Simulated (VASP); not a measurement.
# CaMn2Bi2 (P-3m1) in VASP: single point with PBE

Aim: the single point of CaMn2Bi2 with PBE.

Program: VASP 6.6.1. These are calculated values, not measurements. Logs are shortened: lines on timing, memory, paths and dates and some standing lists are left out, and cuts for length are marked.

**1. The cell of the first run**

Symmetry: P-3m1, No. 164, trigonal system. Conventional cell: a = 4.252 Å, b = 4.252 Å, c = 7.366 Å, α = 90.00°, β = 90.00°, γ = 120.00°. Within 4.0 Å of Ca (site symmetry -3m) lie 6 Bi at 3.04 Å and 6 Mn at 3.84 Å. Mn (site symmetry 3m) has 4 Bi at 2.62 to 2.71 Å and 3 Mn at 2.86 Å within 3.5 Å. Bi (site symmetry 3m) has 4 Mn at 2.62 to 2.71 Å and 3 Ca at 3.04 Å within 3.5 Å.

**2. Single point, PBE, collinear spin, antiferromagnetic start**

Input file INCAR:

```
SYSTEM = CaMn2Bi2
  PREC = Accurate
  ENCUT = 520
  EDIFF = 1E-7
  ISMEAR = 0
  SIGMA = 0.1
  LREAL = .FALSE.
  LASPH = .TRUE.
  NELM = 150
  ALGO = Normal
  ISIF = 2
  LWAVE = .FALSE.
  LCHARG = .FALSE.
  ISPIN = 2
  MAGMOM = 0 2.8 -2.8 0 0
  LORBIT = 11
  LMAXMIX = 4
  GGA = PE
  NBANDS = 45
```

Input file KPOINTS:

```
Automatic mesh
0
G
  8 8 4
  0 0 0
```

Input file POSCAR:

```
CaMn2Bi2
1.0
    4.2521870251      0.0000000000      0.0000000000
   -2.1260935126      3.6825019854      0.0000000000
    0.0000000000      0.0000000000      7.3657120029
Ca Mn Bi
1 2 2
Direct
    0.0000000000      0.0000000000      0.0000000293
    0.6666666667      0.3333333333      0.5999297691
    0.3333333333      0.6666666667      0.4000699984
    0.6666666667      0.3333333333      0.2439491916
    0.3333333333      0.6666666667      0.7560510116
```

Potentials or basis: VASP PAW PBE potentials, release 64 (Ca_sv, Mn_pv, Bi_d).

Run with:

```sh
cat potpaw_PBE.64/Ca_sv/POTCAR potpaw_PBE.64/Mn_pv/POTCAR potpaw_PBE.64/Bi_d/POTCAR > POTCAR
mpirun -np 1 vasp_std > vasp.out
```

OUTCAR:

```text
SYSTEM = CaMn2Bi2
   PREC = Accurate
   ENCUT = 520
   EDIFF = 1E-7
   ISMEAR = 0
   LREAL = .FALSE.
   LASPH = .TRUE.
   NELM = 150
   ISIF = 2
   ISPIN = 2
   LORBIT = 11
   GGA = PE

 ion  position               nearest neighbor table
   1  0.000  0.000  0.000-   5 3.04   5 3.04   5 3.04   4 3.04   4 3.04   4 3.04
   2  0.667  0.333  0.600-   4 2.62   5 2.71   5 2.71   5 2.71   3 2.86   3 2.86   3 2.86
   3  0.333  0.667  0.400-   5 2.62   4 2.71   4 2.71   4 2.71   2 2.86   2 2.86   2 2.86
   4  0.667  0.333  0.244-   2 2.62   3 2.71   3 2.71   3 2.71   1 3.04   1 3.04   1 3.04
   5  0.333  0.667  0.756-   3 2.62   2 2.71   2 2.71   2 2.71   1 3.04   1 3.04   1 3.04

  LATTYP: Found a hexagonal cell.
 ALAT       =     4.2521870251
 C/A-ratio  =     1.7322173177

  Lattice vectors:

 A1 = (   4.2521870251,   0.0000000000,   0.0000000000)
 A2 = (  -2.1260935126,   3.6825019854,   0.0000000000)
 A3 = (   0.0000000000,   0.0000000000,   7.3657120029)

Analysis of symmetry for initial positions (statically):
=====================================================================
 Subroutine PRICEL returns:
 Original cell was already a primitive cell.

 Routine SETGRP: Setting up the symmetry group for a
 hexagonal supercell.

 Subroutine GETGRP returns: Found 12 space group operations
 (whereof 12 operations were pure point group operations)
 out of a pool of 24 trial point group operations.

The static configuration has the point symmetry D_3d.

Analysis of symmetry for dynamics (positions and initial velocities):
=====================================================================
 Subroutine PRICEL returns:
 Original cell was already a primitive cell.

 Routine SETGRP: Setting up the symmetry group for a
 hexagonal supercell.

 Subroutine GETGRP returns: Found 12 space group operations
 (whereof 12 operations were pure point group operations)
 out of a pool of 24 trial point group operations.

The dynamic configuration has the point symmetry D_3d.

Analysis of structural, dynamic, and magnetic symmetry:
=====================================================================
 Subroutine PRICEL returns:
 Original cell was already a primitive cell.

 Routine SETGRP: Setting up the symmetry group for a
 hexagonal supercell.

 Subroutine GETGRP returns: Found 12 space group operations
 (whereof 12 operations were pure point group operations)
 out of a pool of 24 trial point group operations.

The overall configuration has the point symmetry D_3d.

 Subroutine INISYM returns: Found 12 space group operations
 (whereof 12 operations are pure point group operations),
 and found     1 'primitive' translations

----------------------------------------------------------------------------------------

                                     Primitive cell

  volume of cell :     115.3374

  direct lattice vectors                    reciprocal lattice vectors
     4.252187025  0.000000000  0.000000000     0.235173099  0.135777252  0.000000000
    -2.126093513  3.682501985  0.000000000     0.000000000  0.271554504  0.000000000
     0.000000000  0.000000000  7.365712003     0.000000000  0.000000000  0.135764200

  length of vectors
     4.252187025  4.252187025  7.365712003     0.271554504  0.271554504  0.135764200

  position of ions in fractional coordinates (direct lattice)
     0.000000000  0.000000000  0.000000029
     0.666666667  0.333333333  0.599929769
     0.333333333  0.666666667  0.400069998
     0.666666667  0.333333333  0.243949192
     0.333333333  0.666666667  0.756051012

  ion indices of the primitive-cell ions
   primitive index   ion index
                 1           1
                 2           2
                 3           3
                 4           4
                 5           5

----------------------------------------------------------------------------------------

 KPOINTS: Automatic mesh

Automatic generation of k-mesh.
 Grid dimensions read from file:
 generate k-points for:    8    8    4

[... 20 lines left out ...]
  0.000000  0.000000  0.000000      1.000000
  0.125000  0.000000  0.000000      6.000000
  0.250000  0.000000  0.000000      6.000000
  0.375000  0.000000  0.000000      6.000000
  0.500000  0.000000  0.000000      3.000000
  0.125000  0.125000  0.000000      6.000000
[... 16 lines left out ...]
 -0.125000  0.500000  0.250000     12.000000
  0.250000  0.250000  0.250000     12.000000
 [... further k-points ...]
   k-points           NKPTS =     35   k-points in BZ     NKDIM =     35   number of bands    NBANDS=     45
   number of dos      NEDOS =    301   number of ions     NIONS =      5
   total plane-waves  NPLWV =  57344
   dimension x,y,z NGX =    32 NGY =   32 NGZ =   56
   dimension x,y,z NGXF=    64 NGYF=   64 NGZF=  112
   ions per type =               1   2   2
   NGX,Y,Z   is equivalent  to a cutoff of  12.51, 12.51, 12.64 a.u.
   NGXF,Y,Z  is equivalent  to a cutoff of  25.02, 25.02, 25.28 a.u.
 SYSTEM =  CaMn2Bi2
   PREC   = accura    normal or accurate (medium, high low for compatibility)
   ISTART =      0    job   : 0-new  1-cont  2-samecut
   ICHARG =      2    charge: 1-file 2-atom 10-const
   ISPIN  =      2    spin polarized calculation?
   LNONCOLLINEAR =      F non collinear calculations
   LSORBIT =      F    spin-orbit coupling
   LASPH  =      T    aspherical Exc in radial PAW
   ENCUT  =  520.0 eV  38.22 Ry    6.18 a.u.   7.91  7.91 13.70*2*pi/ulx,y,z
   NELM   =    150;   NELMIN=  2; NELMDL= -5     # of ELM steps
   EDIFF  = 0.1E-06   stopping-criterion for ELM
   LREAL  =      F    real-space projection
   EDIFFG = 0.1E-05   stopping-criterion for IOM
   NSW    =      0    number of steps for IOM
   IBRION =     -1    ionic relax: 0-MD 1-quasi-New 2-CG
   NFREE  =      0    steps in history (QN), initial steepest desc. (CG)
   ISIF   =      2    stress and relaxation
   ISYM   =      2    0-nonsym 1-usesym 2-fastsym
   POTIM  = 0.5000    time-step for ionic-motion
   TEBEG  =    0.0;   TEEND  =   0.0 temperature during run
   PSTRESS=    0.0 pullay stress
   NELECT =      66.0000    total number of electrons
   NUPDOWN=      -1.0000    fix difference up-down
   EMIN   =  10.00;   EMAX   =-10.00  energy-range for DOS
   EFERMI =   0.00;   METHOD = LEGACY
   ISMEAR =     0;   SIGMA  =   0.10  broadening in eV -4-tet -1-fermi 0-gaus
   EFERMI_NEDOS =   21; number of points for ismear=-14 and -15
   IALGO  =     38    algorithm
   IMIX   =      4    mixing-type and parameters
     AMIX     =   0.40;   BMIX     =  1.00
     AMIX_MAG =   1.60;   BMIX_MAG =  1.00
  volume/ion in A,a.u.               =      23.07       155.67
  Fermi-wavevector in a.u.,A,eV,Ry     =   1.359146  2.568414 25.133741  1.847278
  Thomas-Fermi vector in A             =   2.485919
   LORBIT       =     11    0 simple, 1 ext, 2 COOP (PROOUT), +10 PAW based schemes
   GGA     = PE    functional components
   LHFCALC =     F    Hartree Fock is set to
   AEXX    =    0.0000 exact exchange contribution
   IVDW    =     0    specifies the selected vdW correction
   LEPSILON=     F    determine dielectric tensor
   LRPA    =     F    only Hartree local field effects (RPA)
 spin polarized calculation
 Gauss-broadening in eV      SIGMA  =   0.10
  energy-cutoff  :      520.00
  volume of cell :      115.34
 maximum number of plane-waves:      3136
   NGX = 15   NGY = 15   NGZ = 27

 number of electron      66.0000000 magnetization       0.0000000

 number of electron      66.0000011 magnetization      -0.0000000

 Free energy of the ion-electron system (eV)
  ---------------------------------------------------
  ext. energy  EPLUGINS =         0.00000000
  ---------------------------------------------------
  free energy    TOTEN  =       -27.46494511 eV

  energy without entropy =      -27.45817873  energy(sigma->0) =      -27.46156192

 E-fermi :   7.2424     XC(G=0): -10.4713

 val. band max:        7.1652558374   @ k =   0.1250   0.0000   0.0000
 cond. band min:       7.2592439179   @ k =   0.3750   0.0000   0.0000
 fundamental gap:      0.0939880805
 Fermi energy:         7.2423505432

 spin component 1

 k-point     1 :       0.0000    0.0000    0.0000
  band No.  band energies     occupation
      1     -42.9791      1.00000
      2     -42.9791      1.00000
      3     -42.8065      1.00000
      4     -39.2335      1.00000
      5     -39.1690      1.00000
      6     -39.1690      1.00000
[... 1141 lines left out ...]
     44      11.7023      0.00000
     45      12.5763      0.00000

 [... further k-points ...]

 spin component 2

 k-point     1 :       0.0000    0.0000    0.0000
  band No.  band energies     occupation
      1     -42.9791      1.00000
      2     -42.9791      1.00000
      3     -42.8065      1.00000
      4     -39.2334      1.00000
      5     -39.1690      1.00000
      6     -39.1690      1.00000
[... 1141 lines left out ...]
     44      11.7023      0.00000
     45      12.5763      0.00000

 [... further k-points ...]

------------------------ aborting loop because EDIFF is reached ----------------------------------------

  FORCE on cell =-STRESS in cart. coord.  units (eV):
  Direction    XX          YY          ZZ          XY          YZ          ZX
  --------------------------------------------------------------------------------------
  -------------------------------------------------------------------------------------
  Total        7.2171536      7.2171536      7.2550015     -0.0000000      0.0000000      0.0000000
  in kB      100.2550936    100.2550936    100.7808484     -0.0000000      0.0000000      0.0000000
  external PRESSURE =     100.4303452 kB  Pullay stress =       0.0000000 kB

 VOLUME and BASIS-vectors are now :
 -----------------------------------------------------------------------------
  energy-cutoff  :      520.00
  volume of cell :      115.34
      direct lattice vectors                 reciprocal lattice vectors
     4.252187025  0.000000000  0.000000000     0.235173099  0.135777252  0.000000000
    -2.126093513  3.682501985  0.000000000     0.000000000  0.271554504  0.000000000
     0.000000000  0.000000000  7.365712003     0.000000000  0.000000000  0.135764200

 POSITION                                       TOTAL-FORCE (eV/Angst)
 -----------------------------------------------------------------------------------
      0.00000      0.00000      0.00000        -0.000000     -0.000000      0.000000
      2.12609      1.22750      4.41891        -0.000000      0.000000      0.012031
     -0.00000      2.45500      2.94680         0.000000     -0.000000     -0.012031
      2.12609      1.22750      1.79686         0.000000     -0.000000      0.006642
     -0.00000      2.45500      5.56885        -0.000000      0.000000     -0.006642
 -----------------------------------------------------------------------------------
    total drift:                               -0.000000      0.000000     -0.000069

  FREE ENERGIE OF THE ION-ELECTRON SYSTEM (eV)
  ---------------------------------------------------
  free  energy   TOTEN  =       -27.4649451075 eV

  energy  without entropy=      -27.4581787349  energy(sigma->0) =      -27.46156192

 total charge

# of ion       s       p       d       tot
------------------------------------------
    1        2.044   5.854   0.333   8.231
    2        0.290   6.235   5.027  11.552
    3        0.290   6.235   5.027  11.552
    4        1.429   1.824   9.908  13.161
    5        1.429   1.824   9.908  13.161
--------------------------------------------------
tot          5.483  21.971  30.203  57.657

 magnetization (x)

# of ion       s       p       d       tot
------------------------------------------
    1        0.000   0.000   0.000   0.000
    2        0.048   0.052   3.482   3.581
    3       -0.048  -0.052  -3.482  -3.581
    4       -0.002   0.024  -0.010   0.012
    5        0.002  -0.024   0.010  -0.012
--------------------------------------------------
tot          0.000   0.000   0.000   0.000
```

Wall time 11 min (1 thread of Intel Xeon 8259CL, shared host); peak memory 0.45 GiB.

What came out:

| Item | Value |
| --- | --- |
| Free energy | -27.4649 eV |
| Pressure | 10.0 GPa |
| Largest force | 0.012 eV/Å |
| Band gap on the k mesh | zero (filled and empty bands overlap) |
| Net moment | 0.00 μB per cell |
| Site moments | Ca +0.00; Mn +3.58, -3.58; Bi +0.01, -0.01 μB |
| Valence electrons inside the program's atomic spheres | Ca 8.23; Mn 11.55; Bi 13.16 |

Forces in eV/Å, atoms in the order of the input:
```
Ca   0.000  0.000  0.000
Mn   0.000  0.000  0.012
Mn   0.000  0.000 -0.012
Bi   0.000  0.000  0.007
Bi   0.000  0.000 -0.007
```

Caveat: the cell stands under pressure; the antiferromagnetic order is the one typed at the start, and another may lie lower; spin-orbit coupling is left out, which moves the levels of the heavy elements.

The gap in the log of VASP goes by the Fermi energy; the results here count the filled bands.